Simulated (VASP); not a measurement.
# TiB2 (P6/mmm) in VASP: single point with PBE

Aim: the single point of TiB2 with PBE.

Everything below comes from runs of VASP 6.6.1. Logs are shortened: lines on timing, memory, paths and dates and some standing lists are left out, and cuts for length are marked.

## Step 1: The cell of the first run

The structure is hexagonal, space group P6/mmm (No. 191). Conventional cell: a = 3.032 Å, b = 3.032 Å, c = 3.224 Å, α = 90.00°, β = 90.00°, γ = 120.00°. Ti (site symmetry 6/mmm) has 12 B at 2.38 Å and 6 Ti at 3.03 Å within 3.1 Å. B (site symmetry -6m2) has 3 B at 1.75 Å and 6 Ti at 2.38 Å within 2.4 Å.

## Step 2: Single point, PBE

The input, INCAR:

```
  PREC = Accurate
  ENCUT = 520
  EDIFF = 1E-6
  ISMEAR = 1
  SIGMA = 0.1
  LREAL = Auto
  LASPH = True
  NELM = 60
  ALGO = Normal
  ISIF = 2
  LWAVE = False
  LCHARG = False
  GGA = PE
  NBANDS = 132
```

The input, KPOINTS:

```
regular mesh
0
Gamma
  2 2 2
```

The input, POSCAR:

```
TiB2
1.0
    6.0635047162      0.0000000578      0.0000000000
   -4.5476286123      7.8767236369      0.0000000000
    0.0000000000      0.0000000000      6.4483601606
Ti B
12 24
Direct
    0.0000000000      0.0000000000      0.0000000000
    0.0000000000      0.0000000000      0.5000000000
    0.0000000000      0.3333333333      0.0000000000
    0.0000000000      0.3333333333      0.5000000000
    0.0000000000      0.6666666667      0.0000000000
    0.0000000000      0.6666666667      0.5000000000
    0.5000000000      0.0000000000      0.0000000000
    0.5000000000      0.0000000000      0.5000000000
    0.5000000000      0.3333333333      0.0000000000
    0.5000000000      0.3333333333      0.5000000000
    0.5000000000      0.6666666667      0.0000000000
    0.5000000000      0.6666666667      0.5000000000
    0.1666666666      0.2222222222      0.2500000000
    0.3333333334      0.1111111111      0.2500000000
    0.1666666666      0.2222222222      0.7500000000
    0.3333333334      0.1111111111      0.7500000000
    0.1666666666      0.5555555556      0.2500000000
    0.3333333334      0.4444444444      0.2500000000
    0.1666666666      0.5555555556      0.7500000000
    0.3333333334      0.4444444444      0.7500000000
    0.1666666666      0.8888888889      0.2500000000
    0.3333333334      0.7777777778      0.2500000000
    0.1666666666      0.8888888889      0.7500000000
    0.3333333334      0.7777777778      0.7500000000
    0.6666666666      0.2222222222      0.2500000000
    0.8333333333      0.1111111111      0.2500000000
    0.6666666666      0.2222222222      0.7500000000
    0.8333333333      0.1111111111      0.7500000000
    0.6666666666      0.5555555556      0.2500000000
    0.8333333333      0.4444444444      0.2500000000
    0.6666666666      0.5555555556      0.7500000000
    0.8333333333      0.4444444444      0.7500000000
    0.6666666666      0.8888888889      0.2500000000
    0.8333333333      0.7777777778      0.2500000000
    0.6666666666      0.8888888889      0.7500000000
    0.8333333333      0.7777777778      0.7500000000
```

Potentials or basis: VASP PAW PBE potentials, release 64 (Ti_sv, B).

The run is started by

```bash
$ cat potpaw_PBE.64/Ti_sv/POTCAR potpaw_PBE.64/B/POTCAR > POTCAR
$ mpirun -np 1 vasp_std > vasp.out
```

OUTCAR:

```text
PREC = Accurate
   ENCUT = 520
   EDIFF = 1E-6
   ISMEAR = 1
   LREAL = Auto
   LASPH = True
   NELM = 60
   ISIF = 2
   GGA = PE

 ion  position               nearest neighbor table
   1  0.000  0.000  0.000-  21 2.38  23 2.38  13 2.38  15 2.38  34 2.38  36 2.38  26 2.38  28 2.38
                            33 2.38  14 2.38  35 2.38  16 2.38
   2  0.000  0.000  0.500-  21 2.38  23 2.38  13 2.38  15 2.38  34 2.38  36 2.38  26 2.38  28 2.38
                            33 2.38  14 2.38  35 2.38  16 2.38
   3  0.000  0.333  0.000-  13 2.38  15 2.38  26 2.38  28 2.38  30 2.38  32 2.38  27 2.38  20 2.38
                            25 2.38  18 2.38  19 2.38  17 2.38
   4  0.000  0.333  0.500-  13 2.38  15 2.38  26 2.38  28 2.38  30 2.38  32 2.38  27 2.38  20 2.38
                            25 2.38  18 2.38  19 2.38  17 2.38
   5  0.000  0.667  0.000-  17 2.38  19 2.38  21 2.38  23 2.38  34 2.38  36 2.38  29 2.38  31 2.38
                            22 2.38  24 2.38  30 2.38  32 2.38
   6  0.000  0.667  0.500-  17 2.38  19 2.38  21 2.38  23 2.38  34 2.38  36 2.38  29 2.38  31 2.38
                            22 2.38  24 2.38  30 2.38  32 2.38
   7  0.500  0.000  0.000-  14 2.38  16 2.38  33 2.38  35 2.38  25 2.38  27 2.38  22 2.38  24 2.38
                            26 2.38  28 2.38  23 2.38  21 2.38
   8  0.500  0.000  0.500-  14 2.38  16 2.38  33 2.38  35 2.38  25 2.38  27 2.38  22 2.38  24 2.38
                            26 2.38  28 2.38  23 2.38  21 2.38
   9  0.500  0.333  0.000-  25 2.38  27 2.38  18 2.38  20 2.38  14 2.38  16 2.38  30 2.38  32 2.38
[... 41 lines left out ...]
  30  0.833  0.444  0.250-  25 1.75  17 1.75  29 1.75  10 2.38   9 2.38   4 2.38   3 2.38   6 2.38
                             5 2.38
  31  0.667  0.556  0.750-  20 1.75  36 1.75  32 1.75  12 2.38  11 2.38   6 2.38   5 2.38  10 2.38
                             9 2.38
  32  0.833  0.444  0.750-  27 1.75  19 1.75  31 1.75  10 2.38   9 2.38   4 2.38   3 2.38   6 2.38
                             5 2.38
  33  0.667  0.889  0.250-  22 1.75  26 1.75  34 1.75   8 2.38   7 2.38  12 2.38  11 2.38   2 2.38
                             1 2.38
  34  0.833  0.778  0.250-  29 1.75  21 1.75  33 1.75   2 2.38   1 2.38  12 2.38  11 2.38   6 2.38
                             5 2.38
  35  0.667  0.889  0.750-  24 1.75  28 1.75  36 1.75   8 2.38   7 2.38  12 2.38  11 2.38   2 2.38
                             1 2.38
  36  0.833  0.778  0.750-  31 1.75  23 1.75  35 1.75   2 2.38   1 2.38  12 2.38  11 2.38   6 2.38
                             5 2.38

  LATTYP: Found a simple monoclinic cell.
 ALAT       =     6.0635047162
 B/A-ratio  =     1.0634707916
 C/A-ratio  =     1.3228756555
 COS(beta)  =    -0.1889822365

  Lattice vectors:

 A1 = (   6.0635047162,   0.0000000578,   0.0000000000)
 A2 = (   0.0000000000,   0.0000000000,   6.4483601606)
 A3 = (  -1.5158761039,  -7.8767236947,   0.0000000000)

Analysis of symmetry for initial positions (statically):
=====================================================================
 Subroutine PRICEL returns following result:

  LATTYP: Found a hexagonal cell.
 ALAT       =     3.0317523581
 C/A-ratio  =     1.0634707916

  Lattice vectors:

 A1 = (   3.0317523581,   0.0000000289,   0.0000000000)
 A2 = (  -1.5158762039,   2.6255745454,   0.0000000000)
 A3 = (   0.0000000000,   0.0000000000,   3.2241800803)

  12 primitive cells build up your supercell.

 Routine SETGRP: Setting up the symmetry group for a
 simple monoclinic supercell.

 Subroutine GETGRP returns: Found  4 space group operations
 (whereof  4 operations were pure point group operations)
 out of a pool of  4 trial point group operations.

The static configuration has the point symmetry C_2h.

Analysis of symmetry for dynamics (positions and initial velocities):
=====================================================================
 Subroutine PRICEL returns following result:

  LATTYP: Found a hexagonal cell.
 ALAT       =     3.0317523581
 C/A-ratio  =     1.0634707916

  Lattice vectors:

 A1 = (   3.0317523581,   0.0000000289,   0.0000000000)
 A2 = (  -1.5158762039,   2.6255745454,   0.0000000000)
 A3 = (   0.0000000000,   0.0000000000,   3.2241800803)

  12 primitive cells build up your supercell.

 Routine SETGRP: Setting up the symmetry group for a
 simple monoclinic supercell.

 Subroutine GETGRP returns: Found  4 space group operations
 (whereof  4 operations were pure point group operations)
 out of a pool of  4 trial point group operations.

The dynamic configuration has the point symmetry C_2h.

 Subroutine INISYM returns: Found  4 space group operations
 (whereof  4 operations are pure point group operations),
 and found    12 'primitive' translations

----------------------------------------------------------------------------------------

                                     Primitive cell

  volume of cell :      25.6648

  direct lattice vectors                    reciprocal lattice vectors
     3.031752358  0.000000029  0.000000000     0.329842242  0.190434511  0.000000000
    -1.515876204  2.625574545  0.000000000    -0.000000004  0.380869016  0.000000000
     0.000000000  0.000000000  3.224180080     0.000000000  0.000000000  0.310156373

  length of vectors
     3.031752358  3.031752358  3.224180080     0.380869016  0.380869016  0.310156373

  position of ions in fractional coordinates (direct lattice)
     0.000000000  0.000000000  0.000000000
     0.333333333  0.666666667  0.500000000
     0.666666667  0.333333333  0.500000000

  ion indices of the primitive-cell ions
   primitive index   ion index
                 1           1
                 2          21
                 3          26

----------------------------------------------------------------------------------------

 KPOINTS: regular mesh

Automatic generation of k-mesh.
 Grid dimensions read from file:
 generate k-points for:    2    2    2

 Generating k-lattice:

  Cartesian coordinates                     Fractional coordinates (reciprocal lattice)
     0.082460560  0.047608628  0.000000000     0.500000000  0.000000000  0.000000000
    -0.000000001  0.063478169  0.000000000    -0.000000000  0.500000000  0.000000000
     0.000000000  0.000000000  0.077539093     0.000000000  0.000000000  0.500000000

  Length of vectors
     0.095217254  0.063478169  0.077539093

  Shift w.r.t. Gamma in fractional coordinates (k-lattice)
     0.000000000  0.000000000  0.000000000

 Subroutine IBZKPT returns following result:
 ===========================================

 Found      8 irreducible k-points:

 Following reciprocal coordinates:
            Coordinates               Weight
  0.000000  0.000000  0.000000      1.000000
  0.500000  0.000000  0.000000      1.000000
 -0.000000  0.500000  0.000000      1.000000
  0.500000  0.500000  0.000000      1.000000
  0.000000  0.000000  0.500000      1.000000
  0.500000  0.000000  0.500000      1.000000
 -0.000000  0.500000  0.500000      1.000000
  0.500000  0.500000  0.500000      1.000000
   k-points           NKPTS =      8   k-points in BZ     NKDIM =      8   number of bands    NBANDS=    132
   number of dos      NEDOS =    301   number of ions     NIONS =     36
   total plane-waves  NPLWV = 161280
   dimension x,y,z NGX =    48 NGY =   70 NGZ =   48
   dimension x,y,z NGXF=    96 NGYF=  140 NGZF=   96
   ions per type =              12  24
   NGX,Y,Z   is equivalent  to a cutoff of  13.16, 12.79, 12.37 a.u.
   NGXF,Y,Z  is equivalent  to a cutoff of  26.32, 25.59, 24.75 a.u.
 SYSTEM =  unknown system
   PREC   = accura    normal or accurate (medium, high low for compatibility)
   ISTART =      0    job   : 0-new  1-cont  2-samecut
   ICHARG =      2    charge: 1-file 2-atom 10-const
   ISPIN  =      1    spin polarized calculation?
   LNONCOLLINEAR =      F non collinear calculations
   LSORBIT =      F    spin-orbit coupling
   LASPH  =      T    aspherical Exc in radial PAW
   ENCUT  =  520.0 eV  38.22 Ry    6.18 a.u.  11.27 16.91 11.99*2*pi/ulx,y,z
   NELM   =     60;   NELMIN=  2; NELMDL= -5     # of ELM steps
   EDIFF  = 0.1E-05   stopping-criterion for ELM
   LREAL  =      T    real-space projection
   EDIFFG = 0.1E-04   stopping-criterion for IOM
   NSW    =      0    number of steps for IOM
   IBRION =     -1    ionic relax: 0-MD 1-quasi-New 2-CG
   NFREE  =      0    steps in history (QN), initial steepest desc. (CG)
   ISIF   =      2    stress and relaxation
   ISYM   =      2    0-nonsym 1-usesym 2-fastsym
   POTIM  = 0.5000    time-step for ionic-motion
   TEBEG  =    0.0;   TEEND  =   0.0 temperature during run
   PSTRESS=    0.0 pullay stress
   NELECT =     216.0000    total number of electrons
   NUPDOWN=      -1.0000    fix difference up-down
   EMIN   =  10.00;   EMAX   =-10.00  energy-range for DOS
   EFERMI =   0.00;   METHOD = LEGACY
   ISMEAR =     1;   SIGMA  =   0.10  broadening in eV -4-tet -1-fermi 0-gaus
   EFERMI_NEDOS =   21; number of points for ismear=-14 and -15
   IALGO  =     38    algorithm
   IMIX   =      4    mixing-type and parameters
     AMIX     =   0.40;   BMIX     =  1.00
     AMIX_MAG =   1.60;   BMIX_MAG =  1.00
  volume/ion in A,a.u.               =       8.55        57.73
  Fermi-wavevector in a.u.,A,eV,Ry     =   1.454521  2.748645 28.784896  2.115630
  Thomas-Fermi vector in A             =   2.571662
   LORBIT       =      0    0 simple, 1 ext, 2 COOP (PROOUT), +10 PAW based schemes
   GGA     = PE    functional components
   LHFCALC =     F    Hartree Fock is set to
   AEXX    =    0.0000 exact exchange contribution
   IVDW    =     0    specifies the selected vdW correction
   LEPSILON=     F    determine dielectric tensor
   LRPA    =     F    only Hartree local field effects (RPA)
 non-spin polarized calculation
 Methfessel and Paxton  Order N= 1 SIGMA  =   0.10
  energy-cutoff  :      520.00
  volume of cell :      307.98
 maximum number of plane-waves:      8324
 NGX is ok and might be reduce to    48
   NGX = 23   NGY = 33   NGZ = 23

 number of electron     216.0000008 magnetization

 Free energy of the ion-electron system (eV)
  ---------------------------------------------------
  ext. energy  EPLUGINS =         0.00000000
  ---------------------------------------------------
  free energy    TOTEN  =      -292.87068622 eV

  energy without entropy =     -292.86400302  energy(sigma->0) =     -292.86845849

 E-fermi :   9.9294     XC(G=0): -12.7663

 val. band max:        9.8003881215   @ k =   0.0000   0.0000   0.0000
 cond. band min:       9.9619159119   @ k =  -0.0000   0.5000   0.0000
 fundamental gap:      0.1615277903
 Fermi energy:         9.9293644565

 k-point     1 :       0.0000    0.0000    0.0000
  band No.  band energies     occupation
      1     -46.9790      2.00000
      2     -46.9642      2.00000
      3     -46.9387      2.00000
      4     -46.9386      2.00000
      5     -46.9251      2.00000
      6     -46.9251      2.00000
[... 973 lines left out ...]
    119      11.4459     -0.00000
    120      11.4459     -0.00000
 [bands above 120 left out]

------------------------ aborting loop because EDIFF is reached ----------------------------------------

  FORCE on cell =-STRESS in cart. coord.  units (eV):
  Direction    XX          YY          ZZ          XY          YZ          ZX
  --------------------------------------------------------------------------------------
  -------------------------------------------------------------------------------------
  Total        0.0674834      4.8689878     -3.1771781     -1.4992050      0.0000000      0.0000000
  in kB        0.3510660     25.3297355    -16.5285032     -7.7992525      0.0000000      0.0000000
  external PRESSURE =       3.0507661 kB  Pullay stress =       0.0000000 kB

 VOLUME and BASIS-vectors are now :
 -----------------------------------------------------------------------------
  energy-cutoff  :      520.00
  volume of cell :      307.98
      direct lattice vectors                 reciprocal lattice vectors
     6.063504716  0.000000058  0.000000000     0.164921121  0.095217256  0.000000000
    -4.547628612  7.876723637  0.000000000    -0.000000001  0.126956339  0.000000000
     0.000000000  0.000000000  6.448360161     0.000000000  0.000000000  0.155078187

 POSITION                                       TOTAL-FORCE (eV/Angst)
 -----------------------------------------------------------------------------------
      0.00000      0.00000      0.00000         0.000000      0.000000     -0.000000
      0.00000      0.00000      3.22418         0.000000      0.000000     -0.000000
     -1.51588      2.62557      0.00000         0.000000      0.000000     -0.000000
     -1.51588      2.62557      3.22418         0.000000      0.000000     -0.000000
     -3.03175      5.25115      0.00000         0.000000      0.000000     -0.000000
     -3.03175      5.25115      3.22418         0.000000      0.000000     -0.000000
[... 28 lines left out ...]
     -0.00000      7.00153      4.83627         0.026166      0.053286     -0.000000
      1.51588      6.12634      4.83627        -0.026166     -0.053286      0.000000
 -----------------------------------------------------------------------------------
    total drift:                                0.000000      0.000000      0.000000

  FREE ENERGIE OF THE ION-ELECTRON SYSTEM (eV)
  ---------------------------------------------------
  free  energy   TOTEN  =      -292.8706862243 eV

  energy  without entropy=     -292.8640030175  energy(sigma->0) =     -292.86845849
```

It took 6.9 min on 1 thread of AMD EPYC 9R45 (Zen 5), shared host; peak memory 0.47 GiB.

What came out:

| Quantity | Value |
| --- | --- |
| Free energy | -292.8707 eV |
| Pressure | 0.3 GPa |
| Largest force | 0.059 eV/Å |
| Band gap on the k mesh | zero (bands 108 and 109 overlap by 0.59 eV) |

Forces in eV/Å, atoms in the order of the input:
```
Ti   0.000  0.000  0.000
Ti   0.000  0.000  0.000
Ti   0.000  0.000  0.000
Ti   0.000  0.000  0.000
Ti   0.000  0.000  0.000
Ti   0.000  0.000  0.000
Ti   0.000  0.000  0.000
Ti   0.000  0.000  0.000
Ti   0.000  0.000  0.000
Ti   0.000  0.000  0.000
Ti   0.000  0.000  0.000
Ti   0.000  0.000  0.000
B    0.026  0.053  0.000
B   -0.026 -0.053  0.000
B    0.026  0.053  0.000
B   -0.026 -0.053  0.000
B    0.026  0.053  0.000
B   -0.026 -0.053  0.000
B    0.026  0.053  0.000
B   -0.026 -0.053  0.000
B    0.026  0.053  0.000
B   -0.026 -0.053  0.000
B    0.026  0.053  0.000
B   -0.026 -0.053  0.000
B    0.026  0.053  0.000
B   -0.026 -0.053  0.000
B    0.026  0.053  0.000
B   -0.026 -0.053  0.000
B    0.026  0.053  0.000
B   -0.026 -0.053  0.000
B    0.026  0.053  0.000
B   -0.026 -0.053  0.000
B    0.026  0.053  0.000
B   -0.026 -0.053  0.000
B    0.026  0.053  0.000
B   -0.026 -0.053  0.000
```

Stress tensor (GPa, compression positive):
```
 0.04 -0.78  0.00
-0.78  2.53  0.00
 0.00  0.00 -1.65
```

Caveat: the k points lie up to 0.53 Å⁻¹ apart, too coarse for converged energies and pressures of a metal.
